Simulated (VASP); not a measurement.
# W (P3_121) in VASP: relaxation of cell and atoms with PBEsol

Aim: the relaxation of cell and atoms of W with PBEsol.

Program: VASP 6.6.1. These are calculated values, not measurements. Logs are shortened: lines on timing, memory, paths and dates and some standing lists are left out, and cuts for length are marked.

## (1) The cell of the first run

Symmetry: P3_121, No. 152, trigonal system. The conventional cell has a = 3.675 Å, b = 3.675 Å, c = 4.169 Å, α = 90.00°, β = 90.00°, γ = 120.00°. W (site symmetry 2) has 2 W at 2.00 Å within 2.6 Å.

## (2) Relaxation of cell and atoms, PBEsol

File INCAR:

```
PREC = Accurate
ENCUT = 600
EDIFF = 1E-6
ISMEAR = 0
SIGMA = 0.1
LREAL = F
LASPH = T
NELM = 100
ALGO = Normal
ISIF = 3
LWAVE = F
LCHARG = F
GGA = PS
IBRION = 2
NSW = 90
EDIFFG = -0.04
```

File KPOINTS:

```
regular mesh
0
Gamma
  6 6 4
```

File POSCAR:

```
W
1.0
    3.6747199417      0.0000000000      0.0000000000
   -1.8373599709      3.1824008214      0.0000000000
    0.0000000000      0.0000000000      4.1690927847
W
3
Direct
    0.2254000000      0.0000000000      0.3333333333
    0.0000000000      0.2254000000      0.6666666667
    0.7746000000      0.7746000000      0.0000000000
```

Potentials or basis: VASP PAW PBE potentials, release 64 (W_sv).

Launch:

```sh
> cat potpaw_PBE.64/W_sv/POTCAR > POTCAR
> mpirun -np 1 vasp_std > vasp.out
```

OUTCAR:

```text
PREC = Accurate
   ENCUT = 600
   EDIFF = 1E-6
   ISMEAR = 0
   LREAL = F
   LASPH = T
   NELM = 100
   ISIF = 3
   GGA = PS
   IBRION = 2
   NSW = 90
   EDIFFG = -0.04

 ion  position               nearest neighbor table
   1  0.225  0.000  0.333-   3 2.00   2 2.00   3 2.89   3 2.89   2 2.89   2 2.89   2 3.13   3 3.13

   2  0.000  0.225  0.667-   3 2.00   1 2.00   3 2.89   3 2.89   1 2.89   1 2.89   1 3.13   3 3.13

   3  0.775  0.775  0.000-   1 2.00   2 2.00   2 2.89   1 2.89   2 2.89   1 2.89   1 3.13   2 3.13

  LATTYP: Found a hexagonal cell.
 ALAT       =     3.6747199417
 C/A-ratio  =     1.1345334749

  Lattice vectors:

 A1 = (   3.6747199417,   0.0000000000,   0.0000000000)
 A2 = (  -1.8373599709,   3.1824008214,   0.0000000000)
 A3 = (   0.0000000000,   0.0000000000,   4.1690927847)

Analysis of symmetry for initial positions (statically):
=====================================================================
 Subroutine PRICEL returns:
 Original cell was already a primitive cell.

 Routine SETGRP: Setting up the symmetry group for a
 hexagonal supercell.

 Subroutine GETGRP returns: Found  6 space group operations
 (whereof  2 operations were pure point group operations)
 out of a pool of 24 trial point group operations.

The static configuration has the point symmetry C_2 .
 The point group associated with its full space group is D_3 .

Analysis of symmetry for dynamics (positions and initial velocities):
=====================================================================
 Subroutine PRICEL returns:
 Original cell was already a primitive cell.

 Routine SETGRP: Setting up the symmetry group for a
 hexagonal supercell.

 Subroutine GETGRP returns: Found  6 space group operations
 (whereof  2 operations were pure point group operations)
 out of a pool of 24 trial point group operations.

The dynamic configuration has the point symmetry C_2 .
 The point group associated with its full space group is D_3 .

 Subroutine INISYM returns: Found  6 space group operations
 (whereof  2 operations are pure point group operations),
 and found     1 'primitive' translations

----------------------------------------------------------------------------------------

                                     Primitive cell

  volume of cell :      48.7552

  direct lattice vectors                    reciprocal lattice vectors
     3.674719942  0.000000000  0.000000000     0.272129582  0.157114087  0.000000000
    -1.837359971  3.182400821  0.000000000     0.000000000  0.314228174  0.000000000
     0.000000000  0.000000000  4.169092785     0.000000000  0.000000000  0.239860337

  length of vectors
     3.674719942  3.674719942  4.169092785     0.314228174  0.314228174  0.239860337

  position of ions in fractional coordinates (direct lattice)
     0.225400000  0.000000000  0.333333333
     0.000000000  0.225400000  0.666666667
     0.774600000  0.774600000  0.000000000

  ion indices of the primitive-cell ions
   primitive index   ion index
                 1           1
                 2           2
                 3           3

----------------------------------------------------------------------------------------

 KPOINTS: regular mesh

Automatic generation of k-mesh.
 Grid dimensions read from file:
 generate k-points for:    6    6    4

 Generating k-lattice:

  Cartesian coordinates                     Fractional coordinates (reciprocal lattice)
     0.045354930  0.026185681  0.000000000     0.166666667  0.000000000  0.000000000
     0.000000000  0.052371362  0.000000000     0.000000000  0.166666667  0.000000000
     0.000000000  0.000000000  0.059965084     0.000000000  0.000000000  0.250000000

  Length of vectors
     0.052371362  0.052371362  0.059965084

  Shift w.r.t. Gamma in fractional coordinates (k-lattice)
     0.000000000  0.000000000  0.000000000

 Subroutine IBZKPT returns following result:
 ===========================================

 Found     24 irreducible k-points:

 Following reciprocal coordinates:
            Coordinates               Weight
  0.000000  0.000000  0.000000      1.000000
  0.166667 -0.000000  0.000000      6.000000
  0.333333 -0.000000  0.000000      6.000000
  0.500000 -0.000000  0.000000      3.000000
  0.166667  0.166667  0.000000      6.000000
  0.333333  0.166667  0.000000     12.000000
[... 16 lines left out ...]
  0.333333  0.166667  0.500000     12.000000
  0.333333  0.333333  0.500000      2.000000
   k-points           NKPTS =     24   k-points in BZ     NKDIM =     24   number of bands    NBANDS=     25
   number of dos      NEDOS =    301   number of ions     NIONS =      3
   total plane-waves  NPLWV =  32400
   dimension x,y,z NGX =    30 NGY =   30 NGZ =   36
   dimension x,y,z NGXF=    60 NGYF=   60 NGZF=   72
   ions per type =               3
   NGX,Y,Z   is equivalent  to a cutoff of  13.57, 13.57, 14.36 a.u.
   NGXF,Y,Z  is equivalent  to a cutoff of  27.14, 27.14, 28.71 a.u.
 SYSTEM =  unknown system
   PREC   = accura    normal or accurate (medium, high low for compatibility)
   ISTART =      0    job   : 0-new  1-cont  2-samecut
   ICHARG =      2    charge: 1-file 2-atom 10-const
   ISPIN  =      1    spin polarized calculation?
   LNONCOLLINEAR =      F non collinear calculations
   LSORBIT =      F    spin-orbit coupling
   LASPH  =      T    aspherical Exc in radial PAW
   ENCUT  =  600.0 eV  44.10 Ry    6.64 a.u.   7.34  7.34  8.33*2*pi/ulx,y,z
   NELM   =    100;   NELMIN=  2; NELMDL= -5     # of ELM steps
   EDIFF  = 0.1E-05   stopping-criterion for ELM
   LREAL  =      F    real-space projection
   EDIFFG = -.4E-01   stopping-criterion for IOM
   NSW    =     90    number of steps for IOM
   IBRION =      2    ionic relax: 0-MD 1-quasi-New 2-CG
   NFREE  =      1    steps in history (QN), initial steepest desc. (CG)
   ISIF   =      3    stress and relaxation
   ISYM   =      2    0-nonsym 1-usesym 2-fastsym
   POTIM  = 0.5000    time-step for ionic-motion
   TEBEG  =    0.0;   TEEND  =   0.0 temperature during run
   PSTRESS=    0.0 pullay stress
   NELECT =      42.0000    total number of electrons
   NUPDOWN=      -1.0000    fix difference up-down
   EMIN   =  10.00;   EMAX   =-10.00  energy-range for DOS
   EFERMI =   0.00;   METHOD = LEGACY
   ISMEAR =     0;   SIGMA  =   0.10  broadening in eV -4-tet -1-fermi 0-gaus
   EFERMI_NEDOS =   21; number of points for ismear=-14 and -15
   IALGO  =     38    algorithm
   IMIX   =      4    mixing-type and parameters
     AMIX     =   0.40;   BMIX     =  1.00
     AMIX_MAG =   1.60;   BMIX_MAG =  1.00
  volume/ion in A,a.u.               =      16.25       109.67
  Fermi-wavevector in a.u.,A,eV,Ry     =   1.557702  2.943630 33.013658  2.426435
  Thomas-Fermi vector in A             =   2.661314
   LORBIT       =      0    0 simple, 1 ext, 2 COOP (PROOUT), +10 PAW based schemes
   GGA     = PS    functional components
   LHFCALC =     F    Hartree Fock is set to
   AEXX    =    0.0000 exact exchange contribution
   IVDW    =     0    specifies the selected vdW correction
   LEPSILON=     F    determine dielectric tensor
   LRPA    =     F    only Hartree local field effects (RPA)
 conjugate gradient relaxation of ions
 non-spin polarized calculation
 Gauss-broadening in eV      SIGMA  =   0.10
  energy-cutoff  :      600.00
  volume of cell :       48.76
 maximum number of plane-waves:      1660
 NGX is ok and might be reduce to    30
   NGX = 15   NGY = 15   NGZ = 17

--------------------------------------- Ionic step        1  -------------------------------------------

 number of electron      42.0000000 magnetization

 Free energy of the ion-electron system (eV)
  ---------------------------------------------------
  ext. energy  EPLUGINS =         0.00000000
  ---------------------------------------------------
  free energy    TOTEN  =       -26.97934569 eV

  energy without entropy =      -26.96462052  energy(sigma->0) =      -26.97198311

------------------------ aborting loop because EDIFF is reached ----------------------------------------

  FORCE on cell =-STRESS in cart. coord.  units (eV):
  Direction    XX          YY          ZZ          XY          YZ          ZX
  --------------------------------------------------------------------------------------
  -------------------------------------------------------------------------------------
  Total       25.0195032     25.0195032     45.7722630     -0.0000000     -0.0000000     -0.0000000
  in kB      822.1831640    822.1831640   1504.1539293     -0.0000000     -0.0000000     -0.0000000
  external PRESSURE =    1049.5067524 kB  Pullay stress =       0.0000000 kB
[... 92 lines left out ...]
  FREE ENERGIE OF THE ION-ELECTRON SYSTEM (eV)
  ---------------------------------------------------
  free  energy   TOTEN  =       -22.1729810353 eV

  energy  without entropy=      -22.1257924444  energy(sigma->0) =      -22.14938674

 E-fermi :   2.3741     XC(G=0):  -9.4638

 val. band max:        2.3640406428   @ k =   0.3333   0.1667   0.5000
 cond. band min:       2.3759960291   @ k =   0.3333  -0.0000   0.2500
 fundamental gap:      0.0119553862
 Fermi energy:         2.3740808678

 k-point     1 :       0.0000    0.0000    0.0000
  band No.  band energies     occupation
      1     -72.1709      2.00000
      2     -72.1565      2.00000
      3     -72.1565      2.00000
      4     -36.2883      2.00000
      5     -36.2883      2.00000
      6     -36.2617      2.00000
[... 661 lines left out ...]
     24       2.5429      0.01697
     25       3.6894      0.00000

 E-fermi :   9.3963     XC(G=0): -12.9779

 val. band max:        9.3704572567   @ k =   0.5000  -0.0000   0.2500
 cond. band min:       9.4249635711   @ k =   0.1667  -0.0000   0.0000
 fundamental gap:      0.0545063144
 Fermi energy:         9.3962905560

 k-point     1 :       0.0000    0.0000    0.0000
  band No.  band energies     occupation
      1     -64.6184      2.00000
      2     -64.4481      2.00000
      3     -64.4481      2.00000
      4     -29.4635      2.00000
      5     -29.0837      2.00000
      6     -29.0837      2.00000
[... 661 lines left out ...]
     24      11.0677      0.00000
     25      13.6142      0.00000

[... ionic steps 4 to 32 ...]

--------------------------------------- Ionic step       33  -------------------------------------------

 number of electron      42.0000002 magnetization

------------------------ aborting loop because EDIFF is reached ----------------------------------------

  FORCE on cell =-STRESS in cart. coord.  units (eV):
  Direction    XX          YY          ZZ          XY          YZ          ZX
  --------------------------------------------------------------------------------------
  -------------------------------------------------------------------------------------
  Total       -0.0003265     -0.0003265     -0.1278556      0.0000000      0.0000000      0.0000000
  in kB       -0.0110596     -0.0110596     -4.3307248      0.0000000      0.0000000      0.0000000
  external PRESSURE =      -1.4509480 kB  Pullay stress =       0.0000000 kB
[... 59 lines left out ...]
  energy  without entropy=      -41.2839429357  energy(sigma->0) =      -41.28962804

--------------------------------------- Ionic step       35  -------------------------------------------

 number of electron      42.0000002 magnetization

 Free energy of the ion-electron system (eV)
  ---------------------------------------------------
  ext. energy  EPLUGINS =         0.00000000
  ---------------------------------------------------
  free energy    TOTEN  =       -41.29535626 eV

  energy without entropy =      -41.28399116  energy(sigma->0) =      -41.28967371

 E-fermi :  11.2375     XC(G=0): -13.7974

 val. band max:       11.1972578381   @ k =   0.3333  -0.0000   0.0000
 cond. band min:      11.2447450879   @ k =   0.3333  -0.0000   0.5000
 fundamental gap:      0.0474872498
 Fermi energy:        11.2375212236

 k-point     1 :       0.0000    0.0000    0.0000
  band No.  band energies     occupation
      1     -62.7778      2.00000
      2     -62.6136      2.00000
      3     -62.6136      2.00000
      4     -27.2511      2.00000
      5     -27.2500      2.00000
      6     -27.2500      2.00000
[... 691 lines left out ...]
  FREE ENERGIE OF THE ION-ELECTRON SYSTEM (eV)
  ---------------------------------------------------
  free  energy   TOTEN  =       -41.2953562576 eV

  energy  without entropy=      -41.2839911603  energy(sigma->0) =      -41.28967371

 reached required accuracy - stopping structural energy minimisation
```

Wall time 13 min (1 thread of Intel Xeon Platinum 8259CL at 2.50GHz (Skylake/Cascade Lake), shared host); peak memory 0.21 GiB.

Results:

| Item | Value |
| --- | --- |
| Free energy | -41.2954 eV |
| Relaxed volume | 15.75 Å³/atom |
| Relaxed cell | a = 4.435 Å, b = 4.435 Å, c = 2.774 Å, α = 90.00°, β = 90.00°, γ = 120.00° |
| Space group after relaxing (to 0.1 Å) | Im-3m (No. 229) |
| Pressure after relaxing | 0.2 GPa |
| Largest force after relaxing | 0.011 eV/Å |
| Band gap on the k mesh | zero (bands 21 and 22 overlap by 3.89 eV) |

Forces in eV/Å, atoms in the order of the input:
```
W   -0.011  0.000  0.000
W    0.005 -0.009  0.000
W    0.005  0.009  0.000
```

Final structure:
```
CELL_PARAMETERS angstrom
4.43538 0.00000 0.00000
-2.21769 3.84115 0.00000
0.00000 0.00000 2.77365
ATOMIC_POSITIONS crystal
W 0.33343 0.00000 0.33333
W 0.00000 0.33343 0.66667
W 0.66657 0.66657 0.00000
```

Caveat: the k points lie up to 0.57 Å⁻¹ apart in the final cell, too coarse for converged energies and pressures of a metal; a cell axis changed by over 15 % at a fixed basis, so the end point is rough; the PAW data sets were made with another functional, which shifts forces and pressure a little; spin-orbit coupling is left out, which moves the levels of the heavy elements.
